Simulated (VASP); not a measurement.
# Si (P6_3/mmc) in VASP: single point with r2SCAN

Aim: the single point of Si with r2SCAN.

All numbers are computed with VASP 6.6.1; they aren't measurements. Logs are shortened: lines on timing, memory, paths and dates and some standing lists are left out, and cuts for length are marked.

## (1) The cell of the first run

It takes space group P6_3/mmc (No. 194, hexagonal). The conventional cell has a = 3.831 Å, b = 3.831 Å, c = 6.333 Å, α = 90.00°, β = 90.00°, γ = 120.00°. Si (site symmetry 3m) has 4 Si at 2.35 to 2.37 Å within 3.1 Å.

This isn't the form of Si at room conditions, which is diamond.

## (2) Single point, r2SCAN

File POSCAR:

```
Si
1.0
    3.8313174605      0.0000000000      0.0000000000
   -1.9156587303      3.3180182508      0.0000000000
    0.0000000000      0.0000000000      6.3326220002
Si
4
Direct
    0.3333333333      0.6666666667      0.0630095000
    0.6666666667      0.3333333333      0.5630095000
    0.3333333333      0.6666666667      0.4369905000
    0.6666666667      0.3333333333      0.9369905000
```

File INCAR.step1:

```
SYSTEM = Si
PREC = Accurate ; ENCUT = 520
ISMEAR = 0 ; SIGMA = 0.05
LREAL = .False. ; LASPH = .True.
NELM = 100 ; NBANDS = 16
GGA = PE ; ALGO = Normal
EDIFF = 1E-4 ; LWAVE = .True.
LCHARG = .False.
```

File INCAR.step2:

```
SYSTEM = Si
PREC = Accurate ; ENCUT = 520
EDIFF = 1E-7 ; ISMEAR = 0
SIGMA = 0.05 ; LREAL = .False.
LASPH = .True. ; NELM = 100
ALGO = Normal ; ISIF = 2
LWAVE = .False. ; LCHARG = .False.
METAGGA = R2SCAN ; LMIXTAU = .True.
NBANDS = 16 ; ISTART = 1
```

File KPOINTS:

```
Automatic mesh
0
Gamma
  12 12 6
  0 0 0
```

Potentials or basis: VASP PAW PBE potentials, release 64 (Si).

Command:

```console
$ cat potpaw_PBE.64/Si/POTCAR > POTCAR
$ cp INCAR.step1 INCAR
$ mpirun -np 1 vasp_std > vasp.out
$ cp INCAR.step2 INCAR
$ mpirun -np 1 vasp_std > vasp.out
```

OUTCAR:

```text
SYSTEM = Si
   PREC = Accurate
   ENCUT = 520
   EDIFF = 1E-7
   ISMEAR = 0
   LREAL = .False.
   LASPH = .True.
   NELM = 100
   ISIF = 2
   METAGGA = R2SCAN
   ISTART = 1

 ion  position               nearest neighbor table
   1  0.333  0.667  0.063-   4 2.35   4 2.35   4 2.35   3 2.37
   2  0.667  0.333  0.563-   3 2.35   3 2.35   3 2.35   4 2.37
   3  0.333  0.667  0.437-   2 2.35   2 2.35   2 2.35   1 2.37
   4  0.667  0.333  0.937-   1 2.35   1 2.35   1 2.35   2 2.37

  LATTYP: Found a hexagonal cell.
 ALAT       =     3.8313174605
 C/A-ratio  =     1.6528575524

  Lattice vectors:

 A1 = (   3.8313174605,   0.0000000000,   0.0000000000)
 A2 = (  -1.9156587303,   3.3180182508,   0.0000000000)
 A3 = (   0.0000000000,   0.0000000000,   6.3326220002)

Analysis of symmetry for initial positions (statically):
=====================================================================
 Subroutine PRICEL returns:
 Original cell was already a primitive cell.

 Routine SETGRP: Setting up the symmetry group for a
 hexagonal supercell.

 Subroutine GETGRP returns: Found 24 space group operations
 (whereof 12 operations were pure point group operations)
 out of a pool of 24 trial point group operations.

The static configuration has the point symmetry D_3d.
 The point group associated with its full space group is D_6h.

Analysis of symmetry for dynamics (positions and initial velocities):
=====================================================================
 Subroutine PRICEL returns:
 Original cell was already a primitive cell.

 Routine SETGRP: Setting up the symmetry group for a
 hexagonal supercell.

 Subroutine GETGRP returns: Found 24 space group operations
 (whereof 12 operations were pure point group operations)
 out of a pool of 24 trial point group operations.

The dynamic configuration has the point symmetry D_3d.
 The point group associated with its full space group is D_6h.

 Subroutine INISYM returns: Found 24 space group operations
 (whereof 12 operations are pure point group operations),
 and found     1 'primitive' translations

----------------------------------------------------------------------------------------

                                     Primitive cell

  volume of cell :      80.5027

  direct lattice vectors                    reciprocal lattice vectors
     3.831317461  0.000000000  0.000000000     0.261006823  0.150692360  0.000000000
    -1.915658730  3.318018251  0.000000000     0.000000000  0.301384720  0.000000000
     0.000000000  0.000000000  6.332622000     0.000000000  0.000000000  0.157912473

  length of vectors
     3.831317461  3.831317461  6.332622000     0.301384720  0.301384720  0.157912473

  position of ions in fractional coordinates (direct lattice)
     0.333333333  0.666666667  0.063009500
     0.666666667  0.333333333  0.563009500
     0.333333333  0.666666667  0.436990500
     0.666666667  0.333333333  0.936990500

  ion indices of the primitive-cell ions
   primitive index   ion index
                 1           1
                 2           2
                 3           3
                 4           4

----------------------------------------------------------------------------------------

 KPOINTS: Automatic mesh

Automatic generation of k-mesh.
 Grid dimensions read from file:
 generate k-points for:   12   12    6

 Generating k-lattice:

  Cartesian coordinates                     Fractional coordinates (reciprocal lattice)
     0.021750569  0.012557697  0.000000000     0.083333333  0.000000000  0.000000000
     0.000000000  0.025115393  0.000000000     0.000000000  0.083333333  0.000000000
     0.000000000  0.000000000  0.026318745     0.000000000  0.000000000  0.166666667

  Length of vectors
     0.025115393  0.025115393  0.026318745

  Shift w.r.t. Gamma in fractional coordinates (k-lattice)
     0.000000000  0.000000000  0.000000000

 Subroutine IBZKPT returns following result:
 ===========================================

 Found     76 irreducible k-points:

 Following reciprocal coordinates:
            Coordinates               Weight
  0.000000  0.000000  0.000000      1.000000
  0.083333  0.000000  0.000000      6.000000
  0.166667  0.000000  0.000000      6.000000
  0.250000  0.000000  0.000000      6.000000
  0.333333  0.000000  0.000000      6.000000
  0.416667  0.000000  0.000000      6.000000
[... 16 lines left out ...]
  0.250000  0.000000  0.166667     12.000000
  0.333333  0.000000  0.166667     12.000000
 [... further k-points ...]
   k-points           NKPTS =     76   k-points in BZ     NKDIM =     76   number of bands    NBANDS=     16
   number of dos      NEDOS =    301   number of ions     NIONS =      4
   total plane-waves  NPLWV =  37632
   dimension x,y,z NGX =    28 NGY =   28 NGZ =   48
   dimension x,y,z NGXF=    56 NGYF=   56 NGZF=   96
   ions per type =               4
   NGX,Y,Z   is equivalent  to a cutoff of  12.15, 12.15, 12.60 a.u.
   NGXF,Y,Z  is equivalent  to a cutoff of  24.30, 24.30, 25.20 a.u.
 SYSTEM =  Si
   PREC   = accura    normal or accurate (medium, high low for compatibility)
   ISTART =      1    job   : 0-new  1-cont  2-samecut
   ICHARG =      0    charge: 1-file 2-atom 10-const
   ISPIN  =      1    spin polarized calculation?
   LNONCOLLINEAR =      F non collinear calculations
   LSORBIT =      F    spin-orbit coupling
   LASPH  =      T    aspherical Exc in radial PAW
   ENCUT  =  520.0 eV  38.22 Ry    6.18 a.u.   7.12  7.12 11.77*2*pi/ulx,y,z
   NELM   =    100;   NELMIN=  2; NELMDL=  0     # of ELM steps
   EDIFF  = 0.1E-06   stopping-criterion for ELM
   LREAL  =      F    real-space projection
   EDIFFG = 0.1E-05   stopping-criterion for IOM
   NSW    =      0    number of steps for IOM
   IBRION =     -1    ionic relax: 0-MD 1-quasi-New 2-CG
   NFREE  =      0    steps in history (QN), initial steepest desc. (CG)
   ISIF   =      2    stress and relaxation
   ISYM   =      2    0-nonsym 1-usesym 2-fastsym
   POTIM  = 0.5000    time-step for ionic-motion
   TEBEG  =    0.0;   TEEND  =   0.0 temperature during run
   PSTRESS=    0.0 pullay stress
   NELECT =      16.0000    total number of electrons
   NUPDOWN=      -1.0000    fix difference up-down
   EMIN   =  10.00;   EMAX   =-10.00  energy-range for DOS
   EFERMI =   0.00;   METHOD = LEGACY
   ISMEAR =     0;   SIGMA  =   0.05  broadening in eV -4-tet -1-fermi 0-gaus
   EFERMI_NEDOS =   21; number of points for ismear=-14 and -15
   IALGO  =     38    algorithm
   IMIX   =      4    mixing-type and parameters
     AMIX     =   0.40;   BMIX     =  1.00
     AMIX_MAG =   1.60;   BMIX_MAG =  1.00
  volume/ion in A,a.u.               =      20.13       135.81
  Fermi-wavevector in a.u.,A,eV,Ry     =   0.955384  1.805414 12.418837  0.912759
  Thomas-Fermi vector in A             =   2.084217
   LORBIT       =      0    0 simple, 1 ext, 2 COOP (PROOUT), +10 PAW based schemes
   METAGGA = R2SCAN    functional components
   LHFCALC =     F    Hartree Fock is set to
   AEXX    =    0.0000 exact exchange contribution
   IVDW    =     0    specifies the selected vdW correction
   LEPSILON=     F    determine dielectric tensor
   LRPA    =     F    only Hartree local field effects (RPA)
 non-spin polarized calculation
 Gauss-broadening in eV      SIGMA  =   0.05
  energy-cutoff  :      520.00
  volume of cell :       80.50
 maximum number of plane-waves:      2208
   NGX = 15   NGY = 15   NGZ = 23

 number of electron      15.9999999 magnetization

 Free energy of the ion-electron system (eV)
  ---------------------------------------------------
  ext. energy  EPLUGINS =         0.00000000
  ---------------------------------------------------
  free energy    TOTEN  =       -35.04864243 eV

  energy without entropy =      -35.04864243  energy(sigma->0) =      -35.04864243

 E-fermi :   6.2192     XC(G=0):  -9.8303

 val. band max:        5.9541579801   @ k =   0.0000   0.0000   0.0000
 cond. band min:       6.5691524661   @ k =   0.5000   0.0000   0.0000
 fundamental gap:      0.6149944860
 Fermi energy:         6.2191810394

 k-point     1 :       0.0000    0.0000    0.0000
  band No.  band energies     occupation
      1      -6.8182      2.00000
      2      -4.4158      2.00000
      3      -1.5737      2.00000
      4       4.3431      2.00000
      5       4.3431      2.00000
      6       5.5826      2.00000
[... 8 lines left out ...]
     15      10.4071      0.00000
     16      12.2267      0.00000

 k-point     2 :       0.0833    0.0000    0.0000
  band No.  band energies     occupation
      1      -6.7330      2.00000
      2      -4.3286      2.00000
      3      -1.5284      2.00000
      4       3.6552      2.00000
      5       4.1655      2.00000
      6       5.3300      2.00000
[... 8 lines left out ...]
     15      10.8176      0.00000
     16      11.7252      0.00000

 k-point     3 :       0.1667    0.0000    0.0000
  band No.  band energies     occupation
      1      -6.4798      2.00000
      2      -4.0688      2.00000
      3      -1.4212      2.00000
      4       2.4302      2.00000
      5       3.7702      2.00000
      6       4.0650      2.00000
[... 8 lines left out ...]
     15      11.6113      0.00000
     16      11.9668      0.00000

 k-point     4 :       0.2500    0.0000    0.0000
  band No.  band energies     occupation
      1      -6.0665      2.00000
      2      -3.6430      2.00000
      3      -1.3831      2.00000
      4       1.3495      2.00000
      5       2.6943      2.00000
      6       3.3523      2.00000
[... 8 lines left out ...]
     15      12.3830      0.00000
     16      12.8384      0.00000

 k-point     5 :       0.3333    0.0000    0.0000
  band No.  band energies     occupation
      1      -5.5145      2.00000
      2      -3.0692      2.00000
      3      -1.7179      2.00000
      4       0.8410      2.00000
      5       1.3961      2.00000
      6       3.0144      2.00000
[... 8 lines left out ...]
     15      13.5017      0.00000
     16      13.5025      0.00000

 k-point     6 :       0.4167    0.0000    0.0000
  band No.  band energies     occupation
      1      -4.8927      2.00000
      2      -2.4197      2.00000
      3      -2.4109      2.00000
      4       0.2888      2.00000
      5       0.9309      2.00000
      6       2.8000      2.00000
[... 8 lines left out ...]
     15      12.9759      0.00000
     16      14.5111      0.00000
[... 267 lines left out ...]
 k-point    21 :       0.0833    0.0000    0.1667
  band No.  band energies     occupation
      1      -6.6386      2.00000
      2      -4.6697      2.00000
      3      -1.0134      2.00000
      4       3.7371      2.00000
      5       4.2403      2.00000
      6       4.5418      2.00000
[... 8 lines left out ...]
     15      10.8430      0.00000
     16      12.1280      0.00000

 k-point    22 :       0.1667    0.0000    0.1667
  band No.  band energies     occupation
      1      -6.3857      2.00000
      2      -4.4156      2.00000
      3      -0.9163      2.00000
      4       2.5305      2.00000
      5       3.6337      2.00000
      6       3.8466      2.00000
[... 8 lines left out ...]
     15      11.4592      0.00000
     16      12.1706      0.00000

 k-point    23 :       0.2500    0.0000    0.1667
  band No.  band energies     occupation
      1      -5.9731      2.00000
      2      -4.0030      2.00000
      3      -0.9251      2.00000
      4       1.5068      2.00000
      5       2.3467      2.00000
      6       3.4298      2.00000
[... 8 lines left out ...]
     15      12.4486      0.00000
     16      12.6857      0.00000

 k-point    24 :       0.3333    0.0000    0.1667
  band No.  band energies     occupation
      1      -5.4223      2.00000
      2      -3.4631      2.00000
      3      -1.3624      2.00000
      4       1.0456      2.00000
      5       1.1672      2.00000
      6       3.0926      2.00000
[... 8 lines left out ...]
     15      13.5501      0.00000
     16      13.6814      0.00000

 [... further k-points ...]

------------------------ aborting loop because EDIFF is reached ----------------------------------------

  FORCE on cell =-STRESS in cart. coord.  units (eV):
  Direction    XX          YY          ZZ          XY          YZ          ZX
  --------------------------------------------------------------------------------------
  -------------------------------------------------------------------------------------
  Total       -0.0644730     -0.0644730      0.0545974      0.0000000     -0.0000000     -0.0000000
  in kB       -1.2831511     -1.2831511      1.0866059      0.0000000     -0.0000000     -0.0000000
  external PRESSURE =      -0.4932321 kB  Pullay stress =       0.0000000 kB

 VOLUME and BASIS-vectors are now :
 -----------------------------------------------------------------------------
  energy-cutoff  :      520.00
  volume of cell :       80.50
      direct lattice vectors                 reciprocal lattice vectors
     3.831317461  0.000000000  0.000000000     0.261006823  0.150692360  0.000000000
    -1.915658730  3.318018251  0.000000000     0.000000000  0.301384720  0.000000000
     0.000000000  0.000000000  6.332622000     0.000000000  0.000000000  0.157912473

 POSITION                                       TOTAL-FORCE (eV/Angst)
 -----------------------------------------------------------------------------------
     -0.00000      2.21201      0.39902         0.000000     -0.000000     -0.002654
      1.91566      1.10601      3.56533        -0.000000      0.000000     -0.002654
     -0.00000      2.21201      2.76730         0.000000     -0.000000      0.002654
      1.91566      1.10601      5.93361        -0.000000      0.000000      0.002654
 -----------------------------------------------------------------------------------
    total drift:                                0.000000     -0.000000      0.000000

  FREE ENERGIE OF THE ION-ELECTRON SYSTEM (eV)
  ---------------------------------------------------
  free  energy   TOTEN  =       -35.0486424267 eV

  energy  without entropy=      -35.0486424267  energy(sigma->0) =      -35.04864243
```

Wall time 5.1 min (1 thread of AMD EPYC 7R13, shared host); peak memory 0.2 GiB.

What came out:

```yaml
Free_energy: -35.0486 eV
Pressure: 0.0 GPa
Band_gap_on_the_k_mesh: 0.61 eV (least direct gap 1.37 eV)
```

Forces on the atoms (eV/Å):
```
Si   0.000  0.000 -0.003
Si   0.000  0.000 -0.003
Si   0.000  0.000  0.003
Si   0.000  0.000  0.003
```

Caveat: the PAW data sets were made with another functional, which shifts forces and pressure a little. A k mesh can miss the band edges.
